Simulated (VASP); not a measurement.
# TaC (Fm-3m) in VASP: further runs

Runs on TaC. Level: PBE. Tasks: single point.

All numbers are computed with VASP 6.6.1; they aren't measurements. Logs are shortened: lines on timing, memory, paths and dates and some standing lists are left out, and cuts for length are marked.

**1. The cell of the first run**

The structure is cubic, space group Fm-3m (No. 225). Conventional cell: a = 4.454 Å, b = 4.454 Å, c = 4.454 Å, α = 90.00°, β = 90.00°, γ = 90.00°. Within 2.9 Å of Ta (site symmetry m-3m) lie 6 C at 2.23 Å. Within 2.9 Å of C (site symmetry m-3m) lie 6 Ta at 2.23 Å.

**2. Single point, PBE**

INCAR reads:

```
  PREC = Accurate
  ENCUT = 600
  EDIFF = 1E-6
  ISMEAR = 0
  SIGMA = 0.1
  LREAL = False
  LASPH = True
  NELM = 120
  ALGO = Normal
  ISIF = 2
  LWAVE = False
  LCHARG = False
  GGA = PE
  NBANDS = 14
  GGA_COMPAT = False
```

KPOINTS reads:

```
regular mesh
0
Gamma
  6 6 6
```

POSCAR reads:

```
TaC
1.0
    0.0000000000      2.2270000000      2.2270000000
    2.2270000000      0.0000000000      2.2270000000
    2.2270000000      2.2270000000      0.0000000000
Ta C
1 1
Direct
    0.0000000000      0.0000000000      0.0000000000
    0.5000000000      0.5000000000      0.5000000000
```

Potentials or basis: VASP PAW PBE potentials, release 64 (Ta_pv, C).

Launch:

```bash
> cat potpaw_PBE.64/Ta_pv/POTCAR potpaw_PBE.64/C/POTCAR > POTCAR
> mpirun -np 1 vasp_std > vasp.out
```

OUTCAR:

```text
PREC = Accurate
   ENCUT = 600
   EDIFF = 1E-6
   ISMEAR = 0
   LREAL = False
   LASPH = True
   NELM = 120
   ISIF = 2
   GGA = PE

 ion  position               nearest neighbor table
   1  0.000  0.000  0.000-   2 2.23   2 2.23   2 2.23   2 2.23   2 2.23   2 2.23
   2  0.500  0.500  0.500-   1 2.23   1 2.23   1 2.23   1 2.23   1 2.23   1 2.23

  LATTYP: Found a face centered cubic cell.
 ALAT       =     4.4540000000

  Lattice vectors:

 A1 = (   0.0000000000,   2.2270000000,   2.2270000000)
 A2 = (   2.2270000000,   0.0000000000,   2.2270000000)
 A3 = (   2.2270000000,   2.2270000000,   0.0000000000)

Analysis of symmetry for initial positions (statically):
=====================================================================
 Subroutine PRICEL returns:
 Original cell was already a primitive cell.

 Routine SETGRP: Setting up the symmetry group for a
 face centered cubic supercell.

 Subroutine GETGRP returns: Found 48 space group operations
 (whereof 48 operations were pure point group operations)
 out of a pool of 48 trial point group operations.

The static configuration has the point symmetry O_h .

Analysis of symmetry for dynamics (positions and initial velocities):
=====================================================================
 Subroutine PRICEL returns:
 Original cell was already a primitive cell.

 Routine SETGRP: Setting up the symmetry group for a
 face centered cubic supercell.

 Subroutine GETGRP returns: Found 48 space group operations
 (whereof 48 operations were pure point group operations)
 out of a pool of 48 trial point group operations.

The dynamic configuration has the point symmetry O_h .

 Subroutine INISYM returns: Found 48 space group operations
 (whereof 48 operations are pure point group operations),
 and found     1 'primitive' translations

----------------------------------------------------------------------------------------

                                     Primitive cell

  volume of cell :      22.0897

  direct lattice vectors                    reciprocal lattice vectors
     0.000000000  2.227000000  2.227000000    -0.224517288  0.224517288  0.224517288
     2.227000000  0.000000000  2.227000000     0.224517288 -0.224517288  0.224517288
     2.227000000  2.227000000  0.000000000     0.224517288  0.224517288 -0.224517288

  length of vectors
     3.149453603  3.149453603  3.149453603     0.388875350  0.388875350  0.388875350

  position of ions in fractional coordinates (direct lattice)
     0.000000000  0.000000000  0.000000000
     0.500000000  0.500000000  0.500000000

  ion indices of the primitive-cell ions
   primitive index   ion index
                 1           1
                 2           2

----------------------------------------------------------------------------------------

 KPOINTS: regular mesh

Automatic generation of k-mesh.
 Grid dimensions read from file:
 generate k-points for:    6    6    6

 Generating k-lattice:

  Cartesian coordinates                     Fractional coordinates (reciprocal lattice)
    -0.037419548  0.037419548  0.037419548     0.166666667  0.000000000  0.000000000
     0.037419548 -0.037419548  0.037419548     0.000000000  0.166666667  0.000000000
     0.037419548  0.037419548 -0.037419548     0.000000000  0.000000000  0.166666667

  Length of vectors
     0.064812558  0.064812558  0.064812558

  Shift w.r.t. Gamma in fractional coordinates (k-lattice)
     0.000000000  0.000000000  0.000000000

 Subroutine IBZKPT returns following result:
 ===========================================

 Found     16 irreducible k-points:

 Following reciprocal coordinates:
            Coordinates               Weight
  0.000000  0.000000  0.000000      1.000000
  0.166667  0.000000  0.000000      8.000000
  0.333333  0.000000  0.000000      8.000000
  0.500000  0.000000  0.000000      4.000000
  0.166667  0.166667  0.000000      6.000000
  0.333333  0.166667  0.000000     24.000000
[... 8 lines left out ...]
 -0.333333  0.333333  0.166667     24.000000
 -0.333333  0.500000  0.166667     12.000000
   k-points           NKPTS =     16   k-points in BZ     NKDIM =     16   number of bands    NBANDS=     14
   number of dos      NEDOS =    301   number of ions     NIONS =      2
   total plane-waves  NPLWV =  21952
   dimension x,y,z NGX =    28 NGY =   28 NGZ =   28
   dimension x,y,z NGXF=    56 NGYF=   56 NGZF=   56
   ions per type =               1   1
   NGX,Y,Z   is equivalent  to a cutoff of  14.78, 14.78, 14.78 a.u.
   NGXF,Y,Z  is equivalent  to a cutoff of  29.56, 29.56, 29.56 a.u.
 SYSTEM =  unknown system
   PREC   = accura    normal or accurate (medium, high low for compatibility)
   ISTART =      0    job   : 0-new  1-cont  2-samecut
   ICHARG =      2    charge: 1-file 2-atom 10-const
   ISPIN  =      1    spin polarized calculation?
   LNONCOLLINEAR =      F non collinear calculations
   LSORBIT =      F    spin-orbit coupling
   LASPH  =      T    aspherical Exc in radial PAW
   ENCUT  =  600.0 eV  44.10 Ry    6.64 a.u.   6.29  6.29  6.29*2*pi/ulx,y,z
   NELM   =    120;   NELMIN=  2; NELMDL= -5     # of ELM steps
   EDIFF  = 0.1E-05   stopping-criterion for ELM
   LREAL  =      F    real-space projection
   EDIFFG = 0.1E-04   stopping-criterion for IOM
   NSW    =      0    number of steps for IOM
   IBRION =     -1    ionic relax: 0-MD 1-quasi-New 2-CG
   NFREE  =      0    steps in history (QN), initial steepest desc. (CG)
   ISIF   =      2    stress and relaxation
   ISYM   =      2    0-nonsym 1-usesym 2-fastsym
   POTIM  = 0.5000    time-step for ionic-motion
   TEBEG  =    0.0;   TEEND  =   0.0 temperature during run
   PSTRESS=    0.0 pullay stress
   NELECT =      15.0000    total number of electrons
   NUPDOWN=      -1.0000    fix difference up-down
   EMIN   =  10.00;   EMAX   =-10.00  energy-range for DOS
   EFERMI =   0.00;   METHOD = LEGACY
   ISMEAR =     0;   SIGMA  =   0.10  broadening in eV -4-tet -1-fermi 0-gaus
   EFERMI_NEDOS =   21; number of points for ismear=-14 and -15
   IALGO  =     38    algorithm
   IMIX   =      4    mixing-type and parameters
     AMIX     =   0.40;   BMIX     =  1.00
     AMIX_MAG =   1.60;   BMIX_MAG =  1.00
  volume/ion in A,a.u.               =      11.04        74.53
  Fermi-wavevector in a.u.,A,eV,Ry     =   1.438937  2.719196 28.171393  2.070539
  Thomas-Fermi vector in A             =   2.557848
   LORBIT       =      0    0 simple, 1 ext, 2 COOP (PROOUT), +10 PAW based schemes
   GGA     = PE    functional components
   LHFCALC =     F    Hartree Fock is set to
   AEXX    =    0.0000 exact exchange contribution
   IVDW    =     0    specifies the selected vdW correction
   LEPSILON=     F    determine dielectric tensor
   LRPA    =     F    only Hartree local field effects (RPA)
 non-spin polarized calculation
 Gauss-broadening in eV      SIGMA  =   0.10
  energy-cutoff  :      600.00
  volume of cell :       22.09
 maximum number of plane-waves:       754
 NGX is ok and might be reduce to    28
   NGX = 13   NGY = 13   NGZ = 13

 number of electron      15.0000000 magnetization

 Free energy of the ion-electron system (eV)
  ---------------------------------------------------
  ext. energy  EPLUGINS =         0.00000000
  ---------------------------------------------------
  free energy    TOTEN  =       -22.19367970 eV

  energy without entropy =      -22.18553790  energy(sigma->0) =      -22.18960880

 E-fermi :   8.3424     XC(G=0): -13.2052

 val. band max:        8.3246964703   @ k =   0.5000   0.3333   0.1667
 cond. band min:       8.4565243143   @ k =  -0.3333   0.5000   0.1667
 fundamental gap:      0.1318278440
 Fermi energy:         8.3423926213

 k-point     1 :       0.0000    0.0000    0.0000
  band No.  band energies     occupation
      1     -26.6182      2.00000
      2     -26.6182      2.00000
      3     -26.6182      2.00000
      4      -6.4398      2.00000
      5       7.0871      2.00000
      6       7.0871      2.00000
      7       7.0871      2.00000
      8       7.8880      2.00000
      9       7.8880      2.00000
     10       7.8880      2.00000
     11       9.0803      0.00000
     12       9.0803      0.00000
     13      14.9696      0.00000
     14      18.4602      0.00000

 k-point     2 :       0.1667    0.0000    0.0000
  band No.  band energies     occupation
      1     -26.8066      2.00000
      2     -26.6373      2.00000
      3     -26.6373      2.00000
      4      -5.6832      2.00000
      5       4.6722      2.00000
      6       5.3268      2.00000
      7       5.3268      2.00000
      8       8.0403      1.99998
      9       8.0403      1.99998
     10       8.9343      0.00000
     11      12.2132      0.00000
     12      12.2132      0.00000
     13      16.2226      0.00000
     14      20.2138      0.00000

 k-point     3 :       0.3333    0.0000    0.0000
  band No.  band energies     occupation
      1     -27.1648      2.00000
      2     -26.6751      2.00000
      3     -26.6751      2.00000
      4      -3.7894      2.00000
      5       1.7048      2.00000
      6       3.5271      2.00000
      7       3.5271      2.00000
      8       9.8485      0.00000
      9       9.8485      0.00000
     10      10.1649      0.00000
     11      16.0881      0.00000
     12      16.0881      0.00000
     13      16.5390      0.00000
     14      21.4239      0.00000

 k-point     4 :       0.5000    0.0000    0.0000
  band No.  band energies     occupation
      1     -27.3356      2.00000
      2     -26.6938      2.00000
      3     -26.6938      2.00000
      4      -1.9990      2.00000
      5      -0.3459      2.00000
      6       2.9066      2.00000
      7       2.9066      2.00000
      8      11.1564      0.00000
      9      11.1564      0.00000
     10      12.1237      0.00000
     11      13.8039      0.00000
     12      18.3700      0.00000
     13      18.3700      0.00000
     14      20.8290      0.00000

 k-point     5 :       0.1667    0.1667    0.0000
  band No.  band energies     occupation
      1     -26.7924      2.00000
      2     -26.6814      2.00000
      3     -26.6814      2.00000
      4      -5.5007      2.00000
      5       3.7219      2.00000
      6       6.0176      2.00000
      7       6.0617      2.00000
      8       6.0617      2.00000
      9       9.5058      0.00000
     10      10.2315      0.00000
     11      10.2315      0.00000
[... 140 lines left out ...]
 k-point    14 :       0.5000    0.3333    0.1667
  band No.  band energies     occupation
      1     -27.1411      2.00000
      2     -26.8968      2.00000
      3     -26.7614      2.00000
      4      -3.5022      2.00000
      5       1.7688      2.00000
      6       3.6366      2.00000
      7       3.9884      2.00000
      8       8.3247      1.19761
      9      11.6326      0.00000
     10      12.2150      0.00000
     11      12.8411      0.00000
     12      16.5445      0.00000
     13      19.3200      0.00000
     14      20.2668      0.00000

 k-point    15 :      -0.3333    0.3333    0.1667
  band No.  band energies     occupation
      1     -27.1629      2.00000
      2     -26.9743      2.00000
      3     -26.8027      2.00000
      4      -3.1384      2.00000
      5       1.7211      2.00000
      6       3.3783      2.00000
      7       3.7705      2.00000
      8       9.9271      0.00000
      9       9.9602      0.00000
     10      12.3053      0.00000
     11      15.0110      0.00000
     12      15.3930      0.00000
     13      19.5385      0.00000
     14      20.9872      0.00000

 k-point    16 :      -0.3333    0.5000    0.1667
  band No.  band energies     occupation
      1     -27.1608      2.00000
      2     -26.9674      2.00000
      3     -26.8768      2.00000
      4      -3.7085      2.00000
      5       3.4531      2.00000
      6       3.5171      2.00000
      7       3.8134      2.00000
      8       8.4565      0.10651
      9      11.4366      0.00000
     10      12.5468      0.00000
     11      13.0000      0.00000
     12      15.0388      0.00000
     13      19.2264      0.00000
     14      20.8244      0.00000

------------------------ aborting loop because EDIFF is reached ----------------------------------------

  FORCE on cell =-STRESS in cart. coord.  units (eV):
  Direction    XX          YY          ZZ          XY          YZ          ZX
  --------------------------------------------------------------------------------------
  -------------------------------------------------------------------------------------
  Total        0.7271457      0.7271457      0.7271457      0.0000000     -0.0000000      0.0000000
  in kB       52.7401514     52.7401514     52.7401514      0.0000000     -0.0000000      0.0000000
  external PRESSURE =      52.7401514 kB  Pullay stress =       0.0000000 kB

 VOLUME and BASIS-vectors are now :
 -----------------------------------------------------------------------------
  energy-cutoff  :      600.00
  volume of cell :       22.09
      direct lattice vectors                 reciprocal lattice vectors
     0.000000000  2.227000000  2.227000000    -0.224517288  0.224517288  0.224517288
     2.227000000  0.000000000  2.227000000     0.224517288 -0.224517288  0.224517288
     2.227000000  2.227000000  0.000000000     0.224517288  0.224517288 -0.224517288

 POSITION                                       TOTAL-FORCE (eV/Angst)
 -----------------------------------------------------------------------------------
      0.00000      0.00000      0.00000        -0.000000     -0.000000     -0.000000
      2.22700      2.22700      2.22700         0.000000      0.000000      0.000000
 -----------------------------------------------------------------------------------
    total drift:                                0.000000      0.000000      0.000000

  FREE ENERGIE OF THE ION-ELECTRON SYSTEM (eV)
  ---------------------------------------------------
  free  energy   TOTEN  =       -22.1936797041 eV

  energy  without entropy=      -22.1855378962  energy(sigma->0) =      -22.18960880
```

Wall time 4.6 s (1 thread of AMD EPYC 9R45 (Zen 5), shared host); peak memory 0.13 GiB.

Results:

```yaml
Free_energy: -22.1937 eV
Pressure: 5.3 GPa
```

Caveat: the k points lie up to 0.41 Å⁻¹ apart; spin-orbit coupling is left out, which moves the levels of the heavy elements.

**3. Single point, PBE**

This run uses another cell than the first one, of 11.20 Å³/atom, 1.014 times its volume.

INCAR reads:

```
  ALGO = Normal
  EDIFF = 1E-6
  ENCUT = 600
  GGA = PE
  GGA_COMPAT = False
  ISIF = 2
  ISMEAR = 0
  LASPH = True
  LCHARG = True
  LELF = True
  LREAL = False
  LVHAR = True
  LWAVE = False
  NBANDS = 14
  NELM = 120
  PREC = Accurate
  SIGMA = 0.1
```

KPOINTS reads:

```
k-points
0
Gamma
  6 6 6
```

POSCAR reads:

```
TaC
1.0
    0.0000000000      2.2376755373      2.2376755373
    2.2376755373      0.0000000000      2.2376755373
    2.2376755373      2.2376755373      0.0000000000
Ta C
1 1
Direct
    0.5000000000      0.5000000000      0.5000000000
    0.0000000000      0.0000000000      0.0000000000
```

Potentials or basis: VASP PAW PBE potentials, release 64 (Ta_pv, C).

Launch:

```bash
> cat potpaw_PBE.64/Ta_pv/POTCAR potpaw_PBE.64/C/POTCAR > POTCAR
> mpirun -np 1 vasp_std > vasp.out
```

Run time: 5.2 s. Hardware: 1 thread of AMD EPYC 9R45 (Zen 5), shared host; peak memory 0.13 GiB.

The run converged. Its results:

| Item | Value |
| --- | --- |
| Free energy | -22.1997 eV |
| Pressure | 0.5 GPa |

Levels at points of the mesh, in eV from the Fermi level:
```csv
k point,band 6,band 7,band 8,band 9,band 10,band 11
"(0.00, 0.00, 0.00)",-1.23,-1.23,-0.45,-0.45,-0.45,0.72
"(0.50, 0.00, 0.00)",-5.36,-5.36,2.75,2.75,3.70,5.41
"(0.50, 0.50, 0.00)",-4.40,-1.73,-1.73,2.64,4.10,4.10
```

Caveat: the k points lie up to 0.41 Å⁻¹ apart; spin-orbit coupling is left out, which moves the levels of the heavy elements.

**4. Single point, PBE**

This run uses another cell than the first one, of 11.20 Å³/atom, 1.014 times its volume.

INCAR reads:

```
PREC     = Accurate       # precision mode
ENCUT    = 600            # plane-wave cutoff, eV
EDIFF    = 1E-6           # SCF threshold, eV
ISMEAR   = 0              # smearing method
SIGMA    = 0.1            # smearing width, eV
LREAL    = False          # projectors in reciprocal space
LASPH    = True           # aspherical terms in the spheres
NELM     = 120            # most SCF steps
ALGO     = Normal         # electronic algorithm
ISIF     = 2              # what is computed and relaxed
LWAVE    = False          # write WAVECAR
LCHARG   = False          # write CHGCAR
GGA      = PE             # functional
NBANDS   = 14             # bands
GGA_COMPAT= False
```

KPOINTS reads:

```
Automatic mesh
0
Gamma
  6 6 6
```

POSCAR reads:

```
TaC
1.0
    0.0000000000      2.2375190976      2.2375190976
    2.2375190976      0.0000000000      2.2375190976
    2.2375190976      2.2375190976      0.0000000000
Ta C
1 1
Direct
    0.0000000000      0.0000000000      0.0000000000
    0.5000000000      0.5000000000      0.5000000000
```

Launch:

```bash
> cat potpaw_PBE.64/Ta_pv/POTCAR potpaw_PBE.64/C/POTCAR > POTCAR
> mpirun -np 1 vasp_std > vasp.out
```

Run time: 4.7 s. Hardware: 1 thread of AMD EPYC 9R45 (Zen 5), shared host; peak memory 0.13 GiB.

It converged, with:

```
Free energy : -22.1997 eV
Pressure    : 0.5 GPa
```

Levels at points of the mesh, in eV from the Fermi level:
```
           k point  band 6  band 7  band 8  band 9  band 10  band 11
(0.00, 0.00, 0.00)   -1.23   -1.23   -0.45   -0.45    -0.45     0.72
(0.50, 0.00, 0.00)   -5.36   -5.36    2.75    2.75     3.70     5.41
(0.50, 0.50, 0.00)   -4.40   -1.73   -1.73    2.64     4.10     4.10
```

Caveat: the k points lie up to 0.41 Å⁻¹ apart; spin-orbit coupling is left out, which moves the levels of the heavy elements.

**5. The runs side by side**

| cell | gap on the mesh (eV) | pressure (GPa) |
| --- | --- | --- |
| a = 3.149 Å, angles 60.0°, 2 atoms | none | 5.3 |
| a = 3.165 Å, angles 60.0°, 2 atoms | none | 0.5 |
| a = 3.164 Å, angles 60.0°, 2 atoms | none | 0.5 |

Alike in all rows: task single point; level PBE; potentials or basis VASP PAW PBE potentials, release 64 (Ta_pv, C); no spin polarisation; k mesh 6 × 6 × 6; cutoff (eV) 600; smearing gaussian 0.1 eV.

Caveats: all runs use coarse meshes; spin-orbit coupling is left out, which moves the levels of the heavy elements.

Total energies depend on the potentials used, so only differences within one code and one set of settings carry meaning.
